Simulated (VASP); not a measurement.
Wanted: the native input for a VASP 6.6.1 run.

| Quantity | Value |
| --- | --- |
| Task | single point |
| Functional | LDA |
| Potentials or basis | VASP PAW LDA potentials, release 64 (Pb_d, S) |
| Cutoff | 520 eV |
| k mesh | 3 × 3 × 3 |
| Occupations | methfessel-paxton, width 0.01 eV |
| Spin | no spin polarisation |
| Dipole correction | no |
| Further INCAR settings | ALGO = Normal; EDIFF = 1e-06; NBANDS = 28 |

The structure of PbS lies in POSCAR:

```
PbS
1.0
    2.0799530000     -5.9912970000      0.0000000000
    2.0799530000      5.9912970000      0.0000000000
    0.0000000000      0.0000000000      4.2793210000
Pb S
2 2
Direct
    0.8694370000      0.1305630000      0.7500000000
    0.1305630000      0.8694370000      0.2500000000
    0.6452030000      0.3547970000      0.7500000000
    0.3547970000      0.6452030000      0.2500000000
```

The input as run:

INCAR

```
ALGO = Normal
EDIFF = 1E-6
ENCUT = 520
GGA = CA
ISIF = 2
ISMEAR = 1
LASPH = True
LCHARG = True
LELF = True
LREAL = False
LVHAR = True
LWAVE = False
NBANDS = 28
NELM = 80
PREC = Accurate
SIGMA = 0.01
```

KPOINTS

```
k-points
0
Gamma
  3 3 3
```

Potentials or basis: VASP PAW LDA potentials, release 64 (Pb_d, S).

Run with:

```console
$ cat potpaw_LDA.64/Pb_d/POTCAR potpaw_LDA.64/S/POTCAR > POTCAR
$ mpirun -np 1 vasp_std > vasp.out
```

It gave:

The pressure is -3.5 GPa and the largest force is 0.166 eV/Å. The band gap on the k mesh is 1.63 eV.

Caveat: the k points lie up to 0.53 Å⁻¹ apart; spin-orbit coupling is left out, which moves the levels of the heavy elements; an odd mesh through Γ misses points on the zone boundary, where band edges can lie.

It took 12 s on 1 thread of Intel(R) Xeon(R) 6975P-C (Granite Rapids) (shared host), peak memory 0.21 GiB.
